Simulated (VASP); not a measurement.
# SnO (Fm-3m) in VASP: notebook, part 2 of 2

VASP 6.6.1. Earlier steps stand in the parts before.

### 4 Single point, PBE+D4

The input, INCAR:

```
PREC = Accurate
ENCUT = 600
EDIFF = 1E-6
ISMEAR = 0
SIGMA = 0.01
LREAL = False
LASPH = True
NELM = 120
ALGO = Normal
ISIF = 2
LWAVE = False
LCHARG = True
GGA = PE
IVDW = 13
LELF = True
LVHAR = True
NBANDS = 17
GGA_COMPAT = False
```

The input, KPOINTS:

```
Automatic mesh
0
Gamma
  6 6 6
```

The input, POSCAR:

```
SnO
1.0
    0.0000000000      2.5369732561      2.5369732561
    2.5369732561      0.0000000000      2.5369732561
    2.5369732561      2.5369732561      0.0000000000
Sn O
1 1
Direct
    0.0000000000      0.0000000000      0.0000000000
    0.5000000000      0.5000000000      0.5000000000
```

Potentials or basis: VASP PAW PBE potentials, release 64 (Sn_d, O).

Launch:

```
$ cat potpaw_PBE.64/Sn_d/POTCAR potpaw_PBE.64/O/POTCAR > POTCAR
$ mpirun -np 1 vasp_std > vasp.out
```

OUTCAR:

```text
PREC = Accurate
   ENCUT = 600
   EDIFF = 1E-6
   ISMEAR = 0
   LREAL = False
   LASPH = True
   NELM = 120
   ISIF = 2
   GGA = PE
   IVDW = 13

 ion  position               nearest neighbor table
   1  0.000  0.000  0.000-   2 2.54   2 2.54   2 2.54   2 2.54   2 2.54   2 2.54
   2  0.500  0.500  0.500-   1 2.54   1 2.54   1 2.54   1 2.54   1 2.54   1 2.54

  LATTYP: Found a face centered cubic cell.
 ALAT       =     5.0739465122

  Lattice vectors:

 A1 = (   0.0000000000,   2.5369732561,   2.5369732561)
 A2 = (   2.5369732561,   0.0000000000,   2.5369732561)
 A3 = (   2.5369732561,   2.5369732561,   0.0000000000)

Analysis of symmetry for initial positions (statically):
=====================================================================
 Subroutine PRICEL returns:
 Original cell was already a primitive cell.

 Routine SETGRP: Setting up the symmetry group for a
 face centered cubic supercell.

 Subroutine GETGRP returns: Found 48 space group operations
 (whereof 48 operations were pure point group operations)
 out of a pool of 48 trial point group operations.

The static configuration has the point symmetry O_h .

Analysis of symmetry for dynamics (positions and initial velocities):
=====================================================================
 Subroutine PRICEL returns:
 Original cell was already a primitive cell.

 Routine SETGRP: Setting up the symmetry group for a
 face centered cubic supercell.

 Subroutine GETGRP returns: Found 48 space group operations
 (whereof 48 operations were pure point group operations)
 out of a pool of 48 trial point group operations.

The dynamic configuration has the point symmetry O_h .

 Subroutine INISYM returns: Found 48 space group operations
 (whereof 48 operations are pure point group operations),
 and found     1 'primitive' translations

----------------------------------------------------------------------------------------

                                     Primitive cell

  volume of cell :      32.6571

[... 100 lines left out ...]
  volume/ion in A,a.u.               =      16.33       110.19
  Fermi-wavevector in a.u.,A,eV,Ry     =   1.390248  2.627188 26.297197  1.932789
  Thomas-Fermi vector in A             =   2.514201
   LORBIT       =      0    0 simple, 1 ext, 2 COOP (PROOUT), +10 PAW based schemes
   GGA     = PE    functional components
   LHFCALC =     F    Hartree Fock is set to
   AEXX    =    0.0000 exact exchange contribution
   IVDW    =    13    specifies the selected vdW correction
   LEPSILON=     F    determine dielectric tensor
   LRPA    =     F    only Hartree local field effects (RPA)
 non-spin polarized calculation
 Gauss-broadening in eV      SIGMA  =   0.01
  energy-cutoff  :      600.00
  volume of cell :       32.66
 maximum number of plane-waves:      1113
 NGX is ok and might be reduce to    30
   NGX = 15   NGY = 15   NGZ = 15

 number of electron      20.0000001 magnetization

 Free energy of the ion-electron system (eV)
  ---------------------------------------------------
  ext. energy  EPLUGINS =         0.00000000
  ---------------------------------------------------
  free energy    TOTEN  =       -10.47583107 eV

  energy without entropy =      -10.47583107  energy(sigma->0) =      -10.47583107

 E-fermi :   7.6297     XC(G=0): -10.8417

 val. band max:        7.5767257788   @ k =  -0.3333   0.1667   0.0000
 cond. band min:       8.6276099892   @ k =   0.5000   0.0000   0.0000
 fundamental gap:      1.0508842104
 Fermi energy:         7.6296571458

 k-point     1 :       0.0000    0.0000    0.0000
  band No.  band energies     occupation
      1     -13.6892      2.00000
      2     -13.6892      2.00000
      3     -13.6892      2.00000
      4     -13.6214      2.00000
      5     -13.6214      2.00000
      6     -10.8346      2.00000
[... 297 lines left out ...]
      4     -13.6036      2.00000
      5     -13.5909      2.00000
      6      -9.7583      2.00000
[... 9 lines left out ...]
     16      23.0734      0.00000
     17      25.7491      0.00000

------------------------ aborting loop because EDIFF is reached ----------------------------------------

  DFT-D4 for vdW energy calculation

  Edisp (eV):   -0.58784

  FORCE on cell =-STRESS in cart. coord.  units (eV):
  Direction    XX          YY          ZZ          XY          YZ          ZX
  --------------------------------------------------------------------------------------
  -------------------------------------------------------------------------------------
  Total      -0.00427    -0.00427    -0.00427     0.00000     0.00000     0.00000
  in kB      -0.20947    -0.20947    -0.20947     0.00000     0.00000     0.00000
  external pressure =       -0.21 kB  Pullay stress =        0.00 kB

 VOLUME and BASIS-vectors are now :
 -----------------------------------------------------------------------------
  energy-cutoff  :      600.00
  volume of cell :       32.66
      direct lattice vectors                 reciprocal lattice vectors
     0.000000000  2.536973256  2.536973256    -0.197085247  0.197085247  0.197085247
     2.536973256  0.000000000  2.536973256     0.197085247 -0.197085247  0.197085247
     2.536973256  2.536973256  0.000000000     0.197085247  0.197085247 -0.197085247

 POSITION                                       TOTAL-FORCE (eV/Angst)
 -----------------------------------------------------------------------------------
      0.00000      0.00000      0.00000         0.000000      0.000000     -0.000000
      2.53697      2.53697      2.53697        -0.000000     -0.000000      0.000000
 -----------------------------------------------------------------------------------
    total drift:                                0.000000      0.000000      0.000000

  FREE ENERGIE OF THE ION-ELECTRON SYSTEM (eV)
  ---------------------------------------------------
  free  energy   TOTEN  =       -11.0636665268 eV

  energy  without entropy=      -11.0636665268  energy(sigma->0) =      -11.06366653
```

stdout:

```text
POSCAR found type information on POSCAR SnO
 POSCAR found :  2 types and       2 ions
 scaLAPACK will be used
 LDA part: xc-table for (Slater+PW92), standard interpolation
 POSCAR, INCAR and KPOINTS ok, starting setup
 FFT: planning ... GRIDC
 FFT: planning ... GRID_SOFT
 FFT: planning ... GRID
 WAVECAR not read
 entering main loop
```

It took 27 s on 1 thread of AMD EPYC 7R13, shared host; peak memory 0.14 GiB.

What came out:

```yaml
Free_energy: -11.0637 eV
Pressure: 0.0 GPa
Band_gap_on_the_k_mesh: 1.05 eV, indirect (least direct gap 1.16 eV)
Dispersion_energy_per_atom: -0.294 eV
```

Levels at points of the mesh, in eV from the valence-band top:
```csv
k point,band 7,band 8,band 9,band 10,band 11,band 12,band 13,band 14
"(0.00, 0.00, 0.00)",-6.43,-3.02,-3.02,-3.02,8.02,8.02,8.02,10.36
"(0.50, 0.00, 0.00)",-8.17,-2.82,-2.82,-0.53,1.05,4.61,4.61,9.87
"(0.50, 0.50, 0.00)",-6.20,-4.38,-4.12,-4.12,3.83,5.41,6.13,6.13
```

Caveat: spin-orbit coupling is left out, which moves the levels of the heavy elements.

### 5 Summary

```tsv
level	potentials or basis	k mesh	smearing	gap on the mesh (eV)	pressure (GPa)
LDA	VASP PAW LDA potentials, release 64 (Sn_d, O)	4 × 4 × 4	gaussian 0.01 eV	1.03	-5.5
PBE	VASP PAW PBE potentials, release 64 (Sn_d, O)	6 × 6 × 6	fermi-dirac 0.05 eV	1.05	2.4
PBE+D4	VASP PAW PBE potentials, release 64 (Sn_d, O)	6 × 6 × 6	gaussian 0.01 eV	1.05	0.0
```

Alike in all rows: task single point; no spin polarisation; cell as given; cutoff (eV) 600.

Caveats: some runs use coarse meshes; spin-orbit coupling is left out, which moves the levels of the heavy elements.

Absolute energies hang on the potentials; compare differences alone.
